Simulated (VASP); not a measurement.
Wanted: the native input for a VASP 6.6.1 run.

```yaml
Task: relaxation of cell and atoms
Functional: PBEsol
Potentials_or_basis: VASP PAW PBE potentials, release 64 (Ta_pv, N)
Cutoff: 600 eV
k_mesh: 16 × 16 × 16
Occupations: gaussian, width 0.1 eV
Spin: no spin polarisation
Dipole_correction: no
Further_INCAR_settings: ALGO = Normal; EDIFF = 1e-07; IBRION = 2; EDIFFG = -0.005; NSW = 100; ISIF = 3
```

The structure of TaN lies in POSCAR:

```
TaN
1.0
    0.0000000000      2.1790000000      2.1790000000
    2.1790000000      0.0000000000      2.1790000000
    2.1790000000      2.1790000000      0.0000000000
Ta N
1 1
Direct
    0.5000000000      0.5000000000      0.5000000000
    0.0000000000      0.0000000000      0.0000000000
```

These files were run (other wordings do the same):

INCAR

```
PREC     = Accurate       # precision mode
ENCUT    = 600            # plane-wave cutoff, eV
EDIFF    = 1E-7           # SCF threshold, eV
ISMEAR   = 0              # smearing method
SIGMA    = 0.1            # smearing width, eV
LREAL    = F              # projectors in reciprocal space
LASPH    = T              # aspherical terms in the spheres
NELM     = 100            # most SCF steps
ALGO     = Normal         # electronic algorithm
ISIF     = 3              # what is computed and relaxed
LWAVE    = F              # write WAVECAR
LCHARG   = F              # write CHGCAR
GGA      = PS             # functional
IBRION   = 2              # ionic algorithm
NSW      = 100            # ionic steps
EDIFFG   = -0.005         # ionic threshold
```

KPOINTS

```
regular mesh
0
Gamma
  16 16 16
```

Potentials or basis: VASP PAW PBE potentials, release 64 (Ta_pv, N).

Command:

```bash
$ cat potpaw_PBE.64/Ta_pv/POTCAR potpaw_PBE.64/N/POTCAR > POTCAR
$ mpirun -np 1 vasp_std > vasp.out
```

Results of the run:

| Quantity | Value |
| --- | --- |
| Relaxed volume | 10.50 Å³/atom |
| Relaxed cell | a = 3.097 Å, b = 3.097 Å, c = 3.097 Å, α = 60.00°, β = 60.00°, γ = 60.00° |
| Space group after relaxing (to 0.05 Å) | Fm-3m (No. 225) |
| Energy gained by relaxing | 2.6 meV/atom |
| Ionic steps | 3 |
| Pressure after relaxing | -0.1 GPa |
| Band gap on the k mesh | zero (band 8 reaches 11.46 eV, above the bottom of band 9 at 7.35 eV) |

Caveat: the PAW data sets were made with another functional, which shifts forces and pressure a little; spin-orbit coupling is left out, which moves the levels of the heavy elements.

It took 52 s on 1 thread of Intel(R) Xeon(R) 6975P-C (Granite Rapids), on a shared host, peak memory 0.21 GiB.
